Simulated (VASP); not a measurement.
A run of VASP 6.6.1 is set up as follows.

INCAR

```
SYSTEM = Hf2Si3
PREC = Accurate ; ENCUT = 600
EDIFF = 1E-6 ; ISMEAR = 0
SIGMA = 0.1 ; LREAL = .FALSE.
LASPH = .TRUE. ; NELM = 80
ALGO = Normal ; ISIF = 3
LWAVE = .FALSE. ; LCHARG = .FALSE.
GGA = PE ; IBRION = 2
NSW = 90 ; EDIFFG = -0.04
```

KPOINTS

```
Automatic mesh
0
G
  6 6 4
  0 0 0
```

POSCAR

```
Hf2Si3
1.0
    4.1788278700      0.0000000000      0.0000000000
   -2.0894139400      3.6189710900      0.0000000000
    0.0000000000      0.0000000000      6.6209870000
Hf Si
2 3
Direct
    0.3333333300      0.6666666700      0.7718739500
    0.6666666700      0.3333333300      0.2281260500
    0.0000000000      0.0000000000      0.0000000000
    0.3333333300      0.6666666700      0.3666155300
    0.6666666700      0.3333333300      0.6333844700
```

Potentials or basis: VASP PAW PBE potentials, release 64 (Hf_pv, Si).

Command:

```sh
$ cat potpaw_PBE.64/Hf_pv/POTCAR potpaw_PBE.64/Si/POTCAR > POTCAR
$ mpirun -np 1 vasp_std > vasp.out
```

**Question.** What does it give for the space group after relaxing (to 0.1 Å)?

**Answer.** P-3m1 (No. 164).

**Question.** Estimate the relaxed cell.

**Answer.** a = 3.728 Å, b = 3.728 Å, c = 7.622 Å, α = 90.00°, β = 90.00°, γ = 120.00°.

Stress tensor (GPa, compression positive):
```
 0.03  0.00  0.00
 0.00  0.03  0.00
 0.00  0.00 -0.10
```

Caveat: a cell axis changed by over 15 % at a fixed basis, so the end point is rough.
